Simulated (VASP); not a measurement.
The system is NaB.

```
Na B
1.0
     3.30000    0.00000    0.00000
     0.00000    3.30000    0.00000
     0.00000    0.00000    3.30000
Na B
1 1
Direct
  0.00000 0.00000 0.00000
  0.50000 0.50000 0.50000
```

```yaml
Program: VASP 6.6.1
Task: relaxation of cell and atoms
Functional: PBEsol
Potentials_or_basis: VASP PAW PBE potentials, release 64 (Na_pv, B)
Cutoff: 500 eV
k_mesh: 8 × 8 × 8
Occupations: methfessel-paxton, width 0.05 eV
Spin: no spin polarisation
```

At the start: pressure -5.1 GPa; volume 17.97 Å³/atom.

Task: How do energy, volume and symmetry change on relaxing?

Result: Over 4 steps the energy falls by 58.4 meV/atom and the volume is 14.85 Å³/atom (-17.4 %); space group Pm-3m (No. 221, to 0.05 Å).

The path:
```tsv
step	energy change (eV)	largest force (eV/Å)	pressure (GPa)	volume (Å³)
1	0.0000	0.0000	-5.15	35.94
2	-0.0791	0.0000	-3.40	33.02
3	-0.1160	0.0000	-0.58	30.20
4	-0.1168	0.0000	0.09	29.70
```

Final structure:
```yaml
crystal:
  lattice:
    - [3.09678, 0.00000, 0.00000]
    - [0.00000, 3.09678, 0.00000]
    - [0.00000, 0.00000, 3.09678]
  atoms:
    - { symbol: Na, position: [0.00000, 0.00000, 0.00000] }
    - { symbol: B, position: [0.50000, 0.50000, 0.50000] }
```

Caveat: the volume moved by over 15 % at a fixed basis, so the end points are rough; the PAW data sets were made with another functional, which shifts forces and pressure a little.
